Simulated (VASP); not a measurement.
# Zr2HS4 in VASP: further runs

Zr2HS4 is run at these levels: PBE+D3(BJ); tasks: single point.

Program: VASP 6.6.1. These are calculated values, not measurements. Logs are shortened: lines on timing, memory, paths and dates and some standing lists are left out, and cuts for length are marked.

## 1. The cell of the first run

The cell holds a slab with vacuum, 14 atoms: a = 7.298 Å, b = 7.298 Å, c = 20.917 Å, α = 90.00°, β = 90.00°, γ = 120.00°.

## 2. Single point, PBE+D3(BJ)

Contents of INCAR:

```
SYSTEM = Zr2HS4
PREC = Accurate
ENCUT = 400
EDIFF = 1E-6
ISMEAR = 0
SIGMA = 0.05
LREAL = .FALSE.
LASPH = .TRUE.
NELM = 120
ALGO = Normal
ISIF = 2
LWAVE = .FALSE.
LCHARG = .TRUE.
LDIPOL = .TRUE.
IDIPOL = 3
DIPOL = 0.5 0.5 0.289
GGA = PE
IVDW = 12
LELF = .TRUE.
LVHAR = .TRUE.
LVACPOTAV = .TRUE.
NBANDS = 62
GGA_COMPAT = .FALSE.
NELMDL = -8
```

Contents of KPOINTS:

```
Automatic mesh
0
G
  6 6 1
  0 0 0
```

Contents of POSCAR:

```
Zr2HS4
1.0
    7.2976778227      0.0000000000      0.0000000000
   -3.6488389114      6.3199743831      0.0000000000
    0.0000000000      0.0000000000     20.9171506047
S Zr H
8 4 2
Direct
    0.3333333333      0.1666666667      0.1912306354
    0.3333333333      0.6666666667      0.1912306354
    0.8333333333      0.1666666667      0.1912306354
    0.8333333333      0.6666666667      0.1912306354
    0.1666666667      0.3333333333      0.3306927762
    0.1666666667      0.8333333333      0.3306927762
    0.6666666667      0.3333333333      0.3306927762
    0.6666666667      0.8333333333      0.3306927762
    0.0000000000      0.0000000000      0.2609617058
    0.0000000000      0.5000000000      0.2609617058
    0.5000000000      0.0000000000      0.2609617058
    0.5000000000      0.5000000000      0.2609617058
    0.3909545371      0.7819090743      0.4549926892
    0.4423787962      0.8847575924      0.4549926892
```

Potentials or basis: VASP PAW PBE potentials, release 64 (S, Zr_sv, H).

Run with:

```console
$ cat potpaw_PBE.64/S/POTCAR potpaw_PBE.64/Zr_sv/POTCAR potpaw_PBE.64/H/POTCAR > POTCAR
$ mpirun -np 1 vasp_std > vasp.out
```

OUTCAR:

```text
SYSTEM = Zr2HS4
   PREC = Accurate
   ENCUT = 400
   EDIFF = 1E-6
   ISMEAR = 0
   LREAL = .FALSE.
   LASPH = .TRUE.
   NELM = 120
   ISIF = 2
   GGA = PE
   IVDW = 12
   NELMDL = -8
 IVDW          = 12

 ion  position               nearest neighbor table
   1  0.333  0.167  0.191-   9 2.56  12 2.56  11 2.56
   2  0.333  0.667  0.191-  10 2.56  11 2.56  12 2.56
   3  0.833  0.167  0.191-  11 2.56  10 2.56   9 2.56
   4  0.833  0.667  0.191-  12 2.56   9 2.56  10 2.56
   5  0.167  0.333  0.331-  12 2.56   9 2.56  10 2.56
   6  0.167  0.833  0.331-  11 2.56  10 2.56   9 2.56
   7  0.667  0.333  0.331-  10 2.56  11 2.56  12 2.56
   8  0.667  0.833  0.331-   9 2.56  12 2.56  11 2.56
   9  0.000  0.000  0.261-   1 2.56   8 2.56   5 2.56   4 2.56   6 2.56   3 2.56  12 3.65  12 3.65
                            11 3.65  11 3.65  10 3.65  10 3.65
  10  0.000  0.500  0.261-   2 2.56   7 2.56   6 2.56   3 2.56   4 2.56   5 2.56  11 3.65  11 3.65
                            12 3.65  12 3.65   9 3.65   9 3.65
  11  0.500  0.000  0.261-   3 2.56   6 2.56   2 2.56   7 2.56   1 2.56   8 2.56  10 3.65  10 3.65
                             9 3.65   9 3.65  12 3.65  12 3.65
  12  0.500  0.500  0.261-   4 2.56   5 2.56   1 2.56   8 2.56   7 2.56   2 2.56   9 3.65   9 3.65
                            10 3.65  10 3.65  11 3.65  11 3.65
  13  0.391  0.782  0.455-  14 0.65
  14  0.442  0.885  0.455-  13 0.65

  LATTYP: Found a hexagonal cell.
 ALAT       =     7.2976778227
 C/A-ratio  =     2.8662748771

  Lattice vectors:

 A1 = (   7.2976778227,   0.0000000000,   0.0000000000)
 A2 = (  -3.6488389114,   6.3199743831,   0.0000000000)
 A3 = (   0.0000000000,   0.0000000000,  20.9171506047)

Analysis of symmetry for initial positions (statically):
=====================================================================
 Subroutine PRICEL returns:
 Original cell was already a primitive cell.

 Routine SETGRP: Setting up the symmetry group for a
 hexagonal supercell.

 Subroutine GETGRP returns: Found  2 space group operations
 (whereof  2 operations were pure point group operations)
 out of a pool of 24 trial point group operations.

The static configuration has the point symmetry C_1h.

Analysis of symmetry for dynamics (positions and initial velocities):
=====================================================================
 Subroutine PRICEL returns:
 Original cell was already a primitive cell.

 Routine SETGRP: Setting up the symmetry group for a
 hexagonal supercell.

 Subroutine GETGRP returns: Found  2 space group operations
 (whereof  2 operations were pure point group operations)
[... 137 lines left out ...]
  Thomas-Fermi vector in A             =   1.863639
   LORBIT       =      0    0 simple, 1 ext, 2 COOP (PROOUT), +10 PAW based schemes
   GGA     = PE    functional components
   LHFCALC =     F    Hartree Fock is set to
   AEXX    =    0.0000 exact exchange contribution
   IVDW    =    12    specifies the selected vdW correction
   LEPSILON=     F    determine dielectric tensor
   LRPA    =     F    only Hartree local field effects (RPA)
 non-spin polarized calculation
 Gauss-broadening in eV      SIGMA  =   0.05
  energy-cutoff  :      400.00
  volume of cell :      964.72
 maximum number of plane-waves:     17598
   NGX = 23   NGY = 23   NGZ = 69

 dipolmoment           0.000000      0.000000      0.001900 electrons x Angstroem

 number of electron      98.0000015 magnetization

 dipolmoment           0.000000      0.000000     -0.007387 electrons x Angstroem

 Free energy of the ion-electron system (eV)
  ---------------------------------------------------
  ext. energy  EPLUGINS =         0.00000000
  ---------------------------------------------------
  free energy    TOTEN  =       -92.22272230 eV

  energy without entropy =      -92.22272230  energy(sigma->0) =      -92.22272230

 E-fermi :  -3.0181     XC(G=0):  -3.2954

 val. band max:       -3.2686185694   @ k =   0.0000   0.0000   0.0000
 cond. band min:      -2.1675641649   @ k =   0.0000   0.0000   0.0000
 fundamental gap:      1.1010544046
 Fermi energy:        -3.0180945879

 k-point     1 :       0.0000    0.0000    0.0000
  band No.  band energies     occupation
      1     -52.1235      2.00000
      2     -52.1051      2.00000
      3     -52.1028      2.00000
      4     -52.1009      2.00000
      5     -30.3070      2.00000
      6     -30.3054      2.00000
[... 821 lines left out ...]
     60       0.2901      0.00000
     61       0.3010      0.00000
 [bands above 61 left out]

------------------------ aborting loop because EDIFF is reached ----------------------------------------

 Edisp (eV)   -3.02225

 E8    (eV) :    -1.3569

  FORCE on cell =-STRESS in cart. coord.  units (eV):
  Direction    XX          YY          ZZ          XY          YZ          ZX
  --------------------------------------------------------------------------------------
  -------------------------------------------------------------------------------------
  Total      -0.26413     2.73762    -0.02694    -0.00000    -0.01932     0.00000
  in kB      -0.43865     4.54654    -0.04473    -0.00000    -0.03208     0.00000
  external pressure =        1.35 kB  Pullay stress =        0.00 kB

 VOLUME and BASIS-vectors are now :
 -----------------------------------------------------------------------------
  energy-cutoff  :      400.00
  volume of cell :      964.72
      direct lattice vectors                 reciprocal lattice vectors
     7.297677823  0.000000000  0.000000000     0.137029891  0.079114245  0.000000000
    -3.648838911  6.319974383  0.000000000     0.000000000  0.158228489  0.000000000
     0.000000000  0.000000000 20.917150605     0.000000000  0.000000000  0.047807659

 POSITION                                       TOTAL-FORCE (eV/Angst)
 -----------------------------------------------------------------------------------
      1.82442      1.05333      4.00000         0.001455      0.004320     -0.012450
     -0.00000      4.21332      4.00000         0.000000     -0.001633     -0.004412
      5.47326      1.05333      4.00000        -0.001455      0.004320     -0.012450
      3.64884      4.21332      4.00000         0.000000     -0.006098     -0.010663
      0.00000      2.10666      6.91715        -0.000000      0.003585      0.025374
     -1.82442      5.26665      6.91715        -0.027183      0.003250     -0.043164
      3.64884      2.10666      6.91715         0.000000     -0.004198      0.025604
      1.82442      5.26665      6.91715         0.027183      0.003250     -0.043164
      0.00000      0.00000      5.45858         0.000000     -0.017157      0.005563
     -1.82442      3.15999      5.45858         0.000397      0.017658     -0.002895
      3.64884      0.00000      5.45858         0.000000     -0.018408      0.002480
      1.82442      3.15999      5.45858        -0.000397      0.017658     -0.002895
     -0.00000      4.94165      9.51715         0.000000     -4.852147      0.035323
     -0.00000      5.59165      9.51715        -0.000000      4.845600      0.037751
 -----------------------------------------------------------------------------------
    total drift:                                0.000000      0.000006      0.000846

  FREE ENERGIE OF THE ION-ELECTRON SYSTEM (eV)
  ---------------------------------------------------
  free  energy   TOTEN  =       -95.2449725862 eV

  energy  without entropy=      -95.2449725862  energy(sigma->0) =      -95.24497259

 vacuum level on the upper side and lower side of the slab         3.097         3.127
```

Wall time 19 min (1 thread of Intel Xeon Platinum 8259CL at 2.50GHz (Skylake/Cascade Lake), shared host); peak memory 0.89 GiB.

What came out:

```
Free energy                : -95.2450 eV
Largest force              : 4.852 eV/Å
Band gap on the k mesh     : 1.10 eV
Dispersion energy per atom : -0.216 eV
```

Forces on the atoms (eV/Å):
```
S    0.001  0.004 -0.012
S    0.000 -0.002 -0.004
S   -0.001  0.004 -0.012
S    0.000 -0.006 -0.011
S    0.000  0.004  0.025
S   -0.027  0.003 -0.043
S    0.000 -0.004  0.026
S    0.027  0.003 -0.043
Zr   0.000 -0.017  0.006
Zr   0.000  0.018 -0.003
Zr   0.000 -0.018  0.002
Zr   0.000  0.018 -0.003
H    0.000 -4.852  0.035
H    0.000  4.846  0.038
```

## 3. Single point, PBE+D3(BJ)

Contents of INCAR:

```
ALGO = Normal
DIPOL = 0.5 0.5 0.281
EDIFF = 1E-6
ENCUT = 400
GGA = PE
GGA_COMPAT = False
IDIPOL = 3
ISIF = 2
ISMEAR = 0
IVDW = 12
LASPH = True
LCHARG = True
LDIPOL = True
LELF = True
LREAL = False
LVACPOTAV = True
LVHAR = True
LWAVE = False
NBANDS = 62
NELM = 120
NELMDL = -8
PREC = Accurate
SIGMA = 0.05
```

Contents of KPOINTS:

```
k-points
0
Gamma
  6 6 1
```

POSCAR: that of step 2 with these lines changed.

```diff
@@ -20,3 +20,3 @@
     0.5000000000      0.5000000000      0.2609617058
-    0.3909545371      0.7819090743      0.4549926892
-    0.4423787962      0.8847575924      0.4549926892
+    0.3869988249      0.7739976498      0.3981015752
+    0.4463345084      0.8926690169      0.3981015752
```

Potentials or basis: VASP PAW PBE potentials, release 64 (S, Zr_sv, H).

Run with:

```console
$ cat potpaw_PBE.64/S/POTCAR potpaw_PBE.64/Zr_sv/POTCAR potpaw_PBE.64/H/POTCAR > POTCAR
$ mpirun -np 1 vasp_std > vasp.out
```

It took 24 min on 1 thread of Intel Xeon Platinum 8259CL at 2.50GHz (Skylake/Cascade Lake), shared host; peak memory 0.91 GiB.

Results (log left out):

| Quantity | Value |
| --- | --- |
| Free energy | -94.6733 eV |
| Largest force | 0.999 eV/Å |
| Band gap on the k mesh | 1.09 eV |
| Dispersion energy per atom | -0.220 eV |

Forces in eV/Å, atoms in the order of the input:
```
S    0.028 -0.004 -0.002
S    0.000 -0.002  0.029
S   -0.028 -0.004 -0.002
S    0.000 -0.053 -0.049
S    0.000  0.029  0.098
S   -0.722  0.000 -0.690
S    0.000 -0.032  0.088
S    0.722  0.000 -0.690
Zr   0.000 -0.078 -0.022
Zr  -0.019  0.137 -0.050
Zr   0.000  0.066 -0.431
Zr   0.019  0.137 -0.050
H    0.000  0.008  0.859
H    0.000 -0.202  0.912
```

Levels at points of the mesh, in eV from the valence-band top:
| k point | band 46 | band 47 | band 48 | band 49 | band 50 | band 51 | band 52 | band 53 |
| --- | --- | --- | --- | --- | --- | --- | --- | --- |
| (0.00, 0.00, 0.00) | -0.92 | -0.39 | -0.01 | 0.00 | 1.09 | 1.10 | 1.17 | 1.71 |
| (0.50, 0.00, 0.00) | -0.85 | -0.79 | -0.53 | -0.44 | 1.49 | 1.53 | 2.27 | 2.30 |
| (0.00, 0.50, 0.00) | -0.87 | -0.84 | -0.50 | -0.19 | 1.47 | 1.50 | 2.28 | 2.29 |
